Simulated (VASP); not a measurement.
BaTiO3, 5 atoms in the cell. The structure is orthorhombic, space group Amm2 (No. 38). The conventional cell has a = 3.918 Å, b = 5.578 Å, c = 5.594 Å, α = 90.00°, β = 90.00°, γ = 90.00°. Ba (site symmetry mm2) has 12 O at 2.73 to 2.87 Å and 8 Ti at 3.36 to 3.47 Å within 3.6 Å. Ti (site symmetry mm2) has 6 O at 1.89 to 2.06 Å within 2.5 Å. Within 2.6 Å of O (site symmetry mm2) lie 2 Ti at 1.96 Å. O (site symmetry m) has 2 Ti at 1.89 to 2.06 Å within 2.5 Å. 

```yaml
Program: VASP 6.6.1
Task: single point
Functional: r2SCAN
Potentials_or_basis: VASP PAW PBE potentials, release 64 (Ba_sv, Ti_sv, O)
Cutoff: 520 eV
k_mesh: 6 × 6 × 6
Occupations: gaussian, width 0.01 eV
Spin: no spin polarisation
Dipole_correction: no
Further_INCAR_settings: ALGO = Normal; EDIFF = 1e-06; NBANDS = 28
```

Potentials or basis: VASP PAW PBE potentials, release 64 (Ba_sv, Ti_sv, O).

Launch:

```sh
$ cat potpaw_PBE.64/Ba_sv/POTCAR potpaw_PBE.64/Ti_sv/POTCAR potpaw_PBE.64/O/POTCAR > POTCAR
$ cp INCAR.step1 INCAR
$ mpirun -np 1 vasp_std > vasp.out
$ cp INCAR.step2 INCAR
$ mpirun -np 1 vasp_std > vasp.out
```

Hardware: 1 thread of Intel(R) Xeon(R) 6975P-C (Granite Rapids), with other jobs on the host.

Estimate the wall time of this run.

Wall time 2.5 min on 1 thread of Intel(R) Xeon(R) 6975P-C (Granite Rapids), on a shared host, peak memory 0.23 GiB. Counts: k points 52.
